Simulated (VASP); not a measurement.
Crystal: SiSbTe3.

```
Si Sb Te
1.0
     3.80923    2.19926    4.28554
    -3.80923    2.19926    4.28554
     0.00000   -4.39852    4.28554
Si Sb Te
1 1 3
Direct
  0.19569 0.19569 0.19569
  0.52247 0.52247 0.52247
  0.48250 0.00545 0.48250
  0.48250 0.48250 0.00545
  0.00545 0.48250 0.48250
```

* Program: VASP 6.6.1
* Task: relaxation of cell and atoms
* Functional: PBE
* Potentials or basis: VASP PAW PBE potentials, release 64 (Si, Sb, Te)
* Cutoff: 600 eV
* k mesh: 6 × 6 × 6
* Occupations: gaussian, width 0.1 eV
* Spin: no spin polarisation

At the start: pressure 0.2 GPa; volume 43.08 Å³/atom.

Question: Where does the relaxation end?

Answer: Over 12 steps the energy falls by 7.7 meV/atom and the volume is 45.34 Å³/atom (+5.2 %); space group R3m (No. 160, to 0.05 Å).

The path:
```csv
step,energy change (eV),largest force (eV/Å),pressure (GPa),volume (Å³)
1,0.0000,0.3307,0.17,215.41
2,-0.0104,0.2392,0.17,216.82
3,-0.0240,0.1244,0.23,221.07
4,-0.0311,0.0786,-0.07,224.26
5,-0.0326,0.0822,-0.29,226.89
6,-0.0377,0.0497,-0.10,226.91
7,-0.0382,0.0357,-0.03,226.91
8,-0.0382,0.0372,-0.02,226.91
9,-0.0385,0.0150,0.00,226.68
10,-0.0386,0.0121,0.02,226.57
11,-0.0386,0.0125,-0.01,226.74
12,-0.0386,0.0076,-0.01,226.69
```

Final structure:
```xyz
5
Lattice="3.8185 2.2046 4.4880 -3.8185 2.2046 4.4880 0.0000 -4.4093 4.4880" Properties=species:S:1:pos:R:3 pbc="T T T"
Si    0.0000    0.0000    2.6657
Sb    0.0000    0.0000    7.1454
Te    1.7999   -1.0392    4.3081
Te    0.0000    2.0784    4.3081
Te   -1.7999   -1.0392    4.3081
```
